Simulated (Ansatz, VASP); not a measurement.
**TePb2 in VASP and in Ansatz**

Contents of INCAR:

```
ALGO = Fast
EDIFF = 1E-6
ENCUT = 520
GGA = PE
ISIF = 2
ISMEAR = 0
LASPH = True
LCHARG = True
LELF = True
LREAL = False
LVHAR = True
LWAVE = False
NBANDS = 24
NELM = 100
PREC = Accurate
SIGMA = 0.1
```

Contents of KPOINTS:

```
k-points
0
Gamma
  4 4 4
```

POSCAR

```
TePb2
1.0
    0.0000000000      3.5908039401      3.5908039401
    3.5908039401      0.0000000000      3.5908039401
    3.5908039401      3.5908039401      0.0000000000
Te Pb
1 2
Direct
    0.0000000000      0.0000000000      0.0000000000
    0.2500000000      0.2500000000      0.2500000000
    0.7500000000      0.7500000000      0.7500000000
```

Input for Ansatz:

```yaml
crystal:
  lattice:
    - [0.0, 3.5908039401, 3.5908039401]
    - [3.5908039401, 0.0, 3.5908039401]
    - [3.5908039401, 3.5908039401, 0.0]
  atoms:
    - { symbol: Te, position: [0.0, 0.0, 0.0] }
    - { symbol: Pb, position: [0.25, 0.25, 0.25] }
    - { symbol: Pb, position: [0.75, 0.75, 0.75] }
basis:
  ecutwfc: 420
kpoints:
  mp_grid: { grid: [4, 4, 4] }
hamiltonian:
  xc: pbe
scf:
  occupations: { method: gaussian, width: 0.1 }
  lower_state_search: "off"
output:
  forces: true
  stress: true
  eigenvalues: true
```

Alike in both runs: task single point; functional PBE; k mesh 4 × 4 × 4; occupations gaussian, width 0.1 eV; no spin polarisation.

```csv
,VASP,Ansatz
version,VASP 6.6.1,Ansatz 0.2.0
potentials or method,"VASP PAW PBE potentials, release 64 (Te, Pb_d), cutoff 520 eV","scalar-relativistic, plane waves, PAW"
valence electrons in the cell,34,44
```

Ansatz gave:

```
gap on the k mesh at the Fermi level (eV) : none
pressure (GPa)                            : 10.6
```

Task: Which values does VASP return?

Result: gap on the k mesh at the Fermi level (eV): none; pressure (GPa): 10.5.

A gap of «none» marks a metal or a gap that the smearing closes. VASP's potentials hold 34 valence electrons a cell and Ansatz's 44, so a difference there can come from the potentials and not from the codes.

The k mesh is coarse, so the values compare programs but aren't converged. Neither program's run includes spin-orbit coupling.
